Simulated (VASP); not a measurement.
# MnBr2 (P-3m1) in VASP: further runs, part 2 of 2

VASP 6.6.1. The steps go on from the part before.

## Step 3: Single point, LDA+U, collinear spin, antiferromagnetic start

This run uses another cell than the first one: it holds 6 atoms, not 3.

Input file INCAR:

```
PREC = Accurate
ENCUT = 520
EDIFF = 1E-7
ISMEAR = 0
SIGMA = 0.05
LREAL = False
LASPH = True
NELM = 150
ALGO = Normal
ISIF = 2
LWAVE = False
LCHARG = False
ISPIN = 2
MAGMOM = 5 -5 0 0 0 0
LORBIT = 11
LMAXMIX = 4
LDAU = True
LDAUTYPE = 2
LDAUL = 2 -1
LDAUU = 4.9 0
LDAUJ = 0 0
LDAUPRINT = 1
NBANDS = 40
```

Input file KPOINTS:

```
Automatic mesh
0
Gamma
  4 4 2
```

Input file POSCAR:

```
MnBr2
1.0
    3.8258920574      0.0000000000      0.0000000000
   -1.9129460287      3.3133197139      0.0000000000
    0.0000000000      0.0000000000     12.3419074700
Mn Br
2 4
Direct
    1.0000000000      1.0000000000      0.0000000000
    1.0000000000      1.0000000000      0.5000000000
    0.3333333333      0.6666666667      0.1217132548
    0.6666666667      0.3333333333      0.3782867452
    0.3333333333      0.6666666667      0.6217132548
    0.6666666667      0.3333333333      0.8782867452
```

Potentials or basis: VASP PAW LDA potentials, release 64 (Mn_pv, Br).

Started as:

```
$ cat potpaw_LDA.64/Mn_pv/POTCAR potpaw_LDA.64/Br/POTCAR > POTCAR
$ mpirun -np 1 vasp_std > vasp.out
```

Wall time 2.9 min (1 thread of Oxide Virtual Turin-like, shared host); peak memory 0.22 GiB.

Results (log left out):

| Property | Result |
| --- | --- |
| Free energy | -29.0119 eV |
| Pressure | -0.7 GPa |
| Largest force | 0.044 eV/Å |
| Band gap on the k mesh | 3.21 eV |
| Net moment | 0.00 μB per cell |
| Site moments | Mn +4.58, -4.58; Br +0.06, -0.06 (each value once) μB |
| Valence electrons inside the program's atomic spheres | Mn 11.29; Br 4.88 |

Forces on the atoms (eV/Å):
```
Mn   0.000  0.000  0.000
Mn   0.000  0.000  0.000
Br   0.000  0.000 -0.044
Br   0.000  0.000  0.044
Br   0.000  0.000 -0.044
Br   0.000  0.000  0.044
```

Levels at points of the mesh, in eV from the valence-band top:
Spin up:
```tsv
k point	band 25	band 26	band 27	band 28	band 29	band 30
(0.00, 0.00, 0.00)	-0.50	0.00	0.00	3.54	3.87	3.87
(0.50, 0.00, 0.00)	-1.53	-0.42	-0.17	3.21	4.44	4.47
(0.00, 0.00, 0.50)	-0.71	0.00	0.00	3.77	3.87	3.87
(0.50, 0.00, 0.50)	-1.50	-0.37	-0.17	3.21	4.43	4.45
```
Spin down:
```
           k point  band 24  band 25  band 26  band 27  band 28  band 29  band 30  band 31
(0.00, 0.00, 0.00)    -0.69    -0.50     0.00     0.00     3.54     3.87     3.87     3.88
(0.50, 0.00, 0.00)    -1.57    -1.53    -0.42    -0.17     3.21     4.44     4.47     4.50
(0.00, 0.00, 0.50)    -0.71    -0.71     0.00     0.00     3.77     3.87     3.87     4.06
(0.50, 0.00, 0.50)    -1.51    -1.50    -0.37    -0.17     3.21     4.43     4.45     4.50
```

Eigenvalues of the final occupation matrices:
| site | spin | trace | eigenvalues |
| --- | --- | --- | --- |
| site 1 d | 1 | 4.73 | 0.94 0.94 0.94 0.96 0.96 |
| site 1 d | 2 | 0.19 | 0.01 0.01 0.01 0.08 0.08 |
| site 2 d | 1 | 0.19 | 0.01 0.01 0.01 0.08 0.08 |
| site 2 d | 2 | 4.73 | 0.94 0.94 0.94 0.96 0.96 |

Caveat: the k points lie up to 0.47 Å⁻¹ apart. A k mesh can miss the band edges.

## Step 4: Single point, LDA+U, collinear spin, ferromagnetic start

Input file INCAR:

```
SYSTEM = MnBr2
  ALGO = Normal
  EDIFF = 1E-7
  ENCUT = 520
  GGA = CA
  ISIF = 2
  ISMEAR = 0
  ISPIN = 2
  LASPH = .True.
  LCHARG = .True.
  LDAU = .True.
  LDAUJ = 0 0
  LDAUL = 2 -1
  LDAUPRINT = 1
  LDAUTYPE = 2
  LDAUU = 4.9 0
  LELF = .True.
  LMAXMIX = 4
  LORBIT = 11
  LREAL = .False.
  LVHAR = .True.
  LWAVE = .False.
  MAGMOM = 5 0 0
  NBANDS = 24
  NELM = 150
  PREC = Accurate
  SIGMA = 0.05
```

Input file KPOINTS:

```
k-points
0
Gamma
  8 8 4
  0 0 0
```

Input file POSCAR:

```
MnBr2
1.0
    3.8258920574      0.0000000000      0.0000000000
   -1.9129460287      3.3133197139      0.0000000000
    0.0000000000      0.0000000000      6.1709537350
Mn Br
1 2
Direct
    0.0000000000      0.0000000000      0.0000000000
    0.3333333333      0.6666666667      0.2434265097
    0.6666666667      0.3333333333      0.7565734903
```

Started as:

```
$ cat potpaw_LDA.64/Mn_pv/POTCAR potpaw_LDA.64/Br/POTCAR > POTCAR
$ mpirun -np 1 vasp_std > vasp.out
```

Wall time 3.6 min (1 thread of Oxide Virtual Turin-like, shared host); peak memory 0.19 GiB.

It converged, with:

| Property | Result |
| --- | --- |
| Free energy | -14.5198 eV |
| Pressure | -0.8 GPa |
| Largest force | 0.043 eV/Å |
| Band gap on the k mesh | 3.11 eV (least direct gap 3.21 eV) |
| Net moment | 5.00 μB per cell |
| Site moments | Mn +4.58; Br +0.06 μB |
| Valence electrons inside the program's atomic spheres | Mn 11.29; Br 4.88 |

Forces on the atoms (eV/Å):
```
Mn   0.000  0.000  0.000
Br   0.000  0.000 -0.043
Br   0.000  0.000  0.043
```

Stress tensor (GPa, compression positive):
```
-0.86  0.00  0.00
 0.00 -0.86  0.00
 0.00  0.00 -0.62
```

Levels at points of the mesh, in eV from the valence-band top:
Spin up:
```
           k point  band 14  band 15  band 16  band 17  band 18  band 19
(0.00, 0.00, 0.00)    -0.61    -0.13    -0.13     3.29     5.00     8.21
(0.50, 0.00, 0.00)    -2.10    -0.56    -0.10     4.67     5.80     6.96
(0.00, 0.00, 0.50)    -0.95     0.00     0.00     4.77     5.03     8.01
(0.50, 0.00, 0.50)    -1.72    -0.42    -0.38     4.35     5.52     7.39
```
Spin down:
```tsv
k point	band 7	band 8	band 9	band 10	band 11	band 12	band 13	band 14	band 15	band 16
(0.00, 0.00, 0.00)	-1.58	-1.58	-0.71	-0.71	-0.50	3.61	3.83	3.83	4.19	4.67
(0.50, 0.00, 0.00)	-3.27	-2.36	-1.93	-1.74	-1.47	3.11	4.38	4.46	4.96	4.98
(0.00, 0.00, 0.50)	-2.03	-1.50	-1.50	-0.82	-0.82	3.73	3.81	3.81	4.79	4.79
(0.50, 0.00, 0.50)	-3.75	-1.72	-1.69	-1.65	-1.55	3.21	4.41	4.44	4.85	4.94
```

Eigenvalues of the final occupation matrices:
```tsv
site	spin	trace	eigenvalues
site 1 d	1	4.73	0.94 0.94 0.94 0.96 0.96
site 1 d	2	0.19	0.01 0.01 0.01 0.08 0.08
```

A k mesh can miss the band edges. The state reached can hang on the start; a lower one may exist.

## Step 5: Single point, LDA+U, collinear spin, ferromagnetic start

Input file INCAR:

```
PREC = Accurate
ENCUT = 520
EDIFF = 1E-6
ISMEAR = 0
SIGMA = 0.05
LREAL = F
LASPH = T
NELM = 150
ALGO = Normal
ISIF = 2
LWAVE = F
LCHARG = F
ISPIN = 2
MAGMOM = 4.98 0 0
LORBIT = 11
LMAXMIX = 4
LDAU = T
LDAUTYPE = 2
LDAUL = 2 -1
LDAUU = 4.9 0
LDAUJ = 0 0
LDAUPRINT = 1
GGA = CA
NBANDS = 24
```

Input file KPOINTS:

```
Automatic mesh
0
Gamma
  8 8 4
```

POSCAR is that of step 4.

Started as:

```
$ cat potpaw_LDA.64/Mn_pv/POTCAR potpaw_LDA.64/Br/POTCAR > POTCAR
$ mpirun -np 1 vasp_std > vasp.out
```

Wall time 3 min (1 thread of Oxide Virtual Turin-like, shared host); peak memory 0.19 GiB.

It converged, with:

```yaml
Free_energy: -14.5198 eV
Pressure: -0.8 GPa
Largest_force: 0.043 eV/Å
Band_gap_on_the_k_mesh: 3.11 eV (least direct gap 3.21 eV)
Net_moment: 5.00 μB per cell
Site_moments: Mn +4.58; Br +0.06 μB
Valence_electrons_inside_the_program's_atomic_spheres: Mn 11.29; Br 4.88
```

Forces on the atoms (eV/Å):
```
Mn   0.000  0.000  0.000
Br   0.000  0.000 -0.043
Br   0.000  0.000  0.043
```

Stress tensor (GPa, compression positive):
```
-0.86  0.00  0.00
 0.00 -0.86  0.00
 0.00  0.00 -0.62
```

Levels at points of the mesh, in eV from the valence-band top:
Spin up:
```csv
k point,band 12,band 13,band 14,band 15,band 16,band 17,band 18,band 19,band 20,band 21
"(0.00, 0.00, 0.00)",-0.84,-0.84,-0.61,-0.13,-0.13,3.29,5.00,8.21,8.21,10.13
"(0.50, 0.00, 0.00)",-3.08,-2.51,-2.10,-0.56,-0.10,4.67,5.80,6.96,8.35,9.23
"(0.00, 0.00, 0.50)",-2.12,-0.95,-0.95,0.00,0.00,4.77,5.03,8.01,8.01,9.05
"(0.50, 0.00, 0.50)",-3.15,-1.91,-1.72,-0.42,-0.38,4.35,5.52,7.39,7.84,9.25
```
Spin down:
| k point | band 8 | band 9 | band 10 | band 11 | band 12 | band 13 | band 14 | band 15 |
| --- | --- | --- | --- | --- | --- | --- | --- | --- |
| (0.00, 0.00, 0.00) | -1.58 | -0.71 | -0.71 | -0.50 | 3.61 | 3.83 | 3.83 | 4.19 |
| (0.50, 0.00, 0.00) | -2.36 | -1.93 | -1.74 | -1.47 | 3.11 | 4.38 | 4.46 | 4.96 |
| (0.00, 0.00, 0.50) | -1.50 | -1.50 | -0.82 | -0.82 | 3.73 | 3.81 | 3.81 | 4.79 |
| (0.50, 0.00, 0.50) | -1.72 | -1.69 | -1.65 | -1.55 | 3.21 | 4.41 | 4.44 | 4.85 |

Eigenvalues of the final occupation matrices:
| site | spin | trace | eigenvalues |
| --- | --- | --- | --- |
| site 1 d | 1 | 4.73 | 0.94 0.94 0.94 0.96 0.96 |
| site 1 d | 2 | 0.19 | 0.01 0.01 0.01 0.08 0.08 |

A k mesh can miss the band edges. The state reached can hang on the start; a lower one may exist.

## Step 6: Single point, LDA+U, collinear spin, ferromagnetic start

Input file INCAR:

```
SYSTEM = MnBr2
PREC = Accurate ; ENCUT = 520
EDIFF = 1E-6 ; ISMEAR = 0
SIGMA = 0.05 ; LREAL = .False.
LASPH = .True. ; NELM = 150
ALGO = Normal ; ISIF = 2
LWAVE = .False. ; LCHARG = .False.
ISPIN = 2 ; MAGMOM = 0.5 0 0
LORBIT = 11 ; LMAXMIX = 4
LDAU = .True. ; LDAUTYPE = 2
LDAUL = 2 -1 ; LDAUU = 4.9 0
LDAUJ = 0 0 ; LDAUPRINT = 1
NBANDS = 24
```

Input file KPOINTS:

```
regular mesh
0
Gamma
  8 8 4
  0 0 0
```

POSCAR is that of step 5.

Potentials or basis: VASP PAW LDA potentials, release 64 (Mn_pv, Br).

Started as:

```
$ cat potpaw_LDA.64/Mn_pv/POTCAR potpaw_LDA.64/Br/POTCAR > POTCAR
$ mpirun -np 1 vasp_std > vasp.out
```

Wall time 5.1 min (1 thread of Oxide Virtual Turin-like, shared host); peak memory 0.19 GiB.

Results (log left out):

* Free energy: -10.7861 eV
* Pressure: -6.9 GPa
* Largest force: 0.924 eV/Å
* Net moment: 2.20 μB per cell
* Site moments: Mn +2.23; Br -0.06 μB
* Valence electrons inside the program's atomic spheres: Mn 11.40; Br 4.83

Forces on the atoms (eV/Å):
```
Mn   0.000  0.000  0.000
Br   0.000  0.000 -0.924
Br   0.000  0.000  0.924
```

Stress tensor (GPa, compression positive):
```
-7.18  0.00  0.00
 0.00 -7.18  0.00
 0.00  0.00 -6.45
```

Levels at points of the mesh, in eV from the Fermi level:
Spin up:
```tsv
k point	band 13	band 14	band 15	band 16	band 17	band 18
(0.00, 0.00, 0.00)	-2.31	-2.13	-0.02	-0.02	2.11	3.85
(0.50, 0.00, 0.00)	-3.19	-2.49	0.02	0.44	3.70	4.61
(0.00, 0.00, 0.50)	-2.39	-2.39	0.08	0.08	3.67	3.87
(0.50, 0.00, 0.50)	-3.16	-2.66	0.15	0.27	3.35	4.25
```
Spin down:
| k point | band 9 | band 10 | band 11 | band 12 | band 13 | band 14 | band 15 | band 16 |
| --- | --- | --- | --- | --- | --- | --- | --- | --- |
| (0.00, 0.00, 0.00) | -2.33 | -2.33 | -2.14 | -0.61 | -0.61 | 2.13 | 2.70 | 2.99 |
| (0.50, 0.00, 0.00) | -3.51 | -3.42 | -3.37 | -0.53 | 0.34 | 2.62 | 2.90 | 2.95 |
| (0.00, 0.00, 0.50) | -3.15 | -2.45 | -2.45 | -0.60 | -0.60 | 2.26 | 3.08 | 3.08 |
| (0.50, 0.00, 0.50) | -3.35 | -3.30 | -3.14 | -0.46 | 0.25 | 2.66 | 2.88 | 3.09 |

Eigenvalues of the final occupation matrices:
```csv
site,spin,trace,eigenvalues
site 1 d,1,3.64,0.43 0.43 0.92 0.92 0.92
site 1 d,2,1.44,0.02 0.05 0.05 0.66 0.66
```

Caveat: the cell stands under tension.

## Step 7: Summary

| spin | cell | k mesh | gap on the mesh (eV) | pressure (GPa) | moment (μB) | largest force (eV/Å) |
| --- | --- | --- | --- | --- | --- | --- |
| collinear, ferromagnetic start | a = 3.826, b = 3.826, c = 6.171 Å, angles 90.0, 90.0, 120.0°, 3 atoms, atomic positions A | 4 × 4 × 3 | none | -6.9 | 2.20 | 0.94 |
| collinear, antiferromagnetic start | a = 3.826, b = 3.826, c = 12.342 Å, angles 90.0, 90.0, 120.0°, 6 atoms, atomic positions B | 4 × 4 × 2 | 3.21 | -0.7 | 0.00 | 0.04 |
| collinear, ferromagnetic start | a = 3.826, b = 3.826, c = 6.171 Å, angles 90.0, 90.0, 120.0°, 3 atoms, atomic positions A | 8 × 8 × 4 | none | -6.9 | 2.20 | 0.92 |

Alike in all rows: task single point; level LDA+U; potentials or basis VASP PAW LDA potentials, release 64 (Mn_pv, Br); Mn d U = 4.9 eV; cutoff (eV) 520; smearing gaussian 0.05 eV.

Caveats: some runs use coarse meshes; the cell stands under tension (at least some runs).

Total energies depend on the potentials used, so only differences within one code and one set of settings carry meaning.
